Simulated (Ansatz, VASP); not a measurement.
Ag: VASP beside Ansatz

File INCAR:

```
PREC = Accurate
ENCUT = 600
EDIFF = 1E-6
ISMEAR = 0
SIGMA = 0.1
LREAL = False
LASPH = True
NELM = 100
ALGO = Normal
ISIF = 3
LWAVE = False
LCHARG = False
GGA = PE
IBRION = 2
NSW = 90
EDIFFG = -0.04
```

KPOINTS

```
Automatic mesh
0
Gamma
  6 6 4
```

File POSCAR:

```
Ag
1.0
    1.6293996204     -5.1687903367      0.0000000000
    1.6293996204      5.1687903367      0.0000000000
    0.0000000000      0.0000000000      4.3122479380
Ag
4
Direct
    0.0980000000      0.9020000000      0.9100000000
    0.5980000000      0.4020000000      0.5900000000
    0.9020000000      0.0980000000      0.0900000000
    0.4020000000      0.5980000000      0.4100000000
```

Input for Ansatz:

```yaml
crystal:
  lattice:
    - [1.6293996204, -5.1687903367, 0.0]
    - [1.6293996204, 5.1687903367, 0.0]
    - [0.0, 0.0, 4.312247938]
  atoms:
    - { symbol: Ag, position: [0.098, 0.902, 0.91] }
    - { symbol: Ag, position: [0.598, 0.402, 0.59] }
    - { symbol: Ag, position: [0.902, 0.098, 0.09] }
    - { symbol: Ag, position: [0.402, 0.598, 0.41] }
basis:
  ecutwfc: 420
kpoints:
  mp_grid: { grid: [6, 6, 4] }
hamiltonian:
  xc: pbe
scf:
  occupations: { method: gaussian, width: 0.1 }
  lower_state_search: "off"
output:
  forces: true
  stress: true
  eigenvalues: true
relax:
  adjacent_minimum: "off"
  f_tol: 0.04
  max_steps: 70
  cell: { stress_tol: 0.4 }
```

Alike in both runs: task relaxation of cell and atoms; functional PBE; k mesh 6 × 6 × 4; occupations gaussian, width 0.1 eV; no spin polarisation.

|  | VASP | Ansatz |
| --- | --- | --- |
| version | VASP 6.6.1 | Ansatz 0.2.0 |
| potentials or method | VASP PAW PBE potentials, release 64 (Ag), cutoff 600 eV | scalar-relativistic, plane waves, PAW |
| valence electrons in the cell | 44 | 76 |

```tsv
	VASP	Ansatz	Ansatz less VASP
gap on the k mesh at the Fermi level, each at its own relaxed structure (eV)	none	none	-
relaxed volume (Å³/atom)	18.83	18.88	+0.051
relaxed cell length with the largest relative difference (Å)	4.858	4.864	+0.0062
```

A gap of «none» marks a metal or a gap that the smearing closes. VASP's potentials hold 44 valence electrons a cell and Ansatz's 76, so a difference there can come from the potentials and not from the codes.

The k mesh is coarse, so the values compare programs but aren't converged.
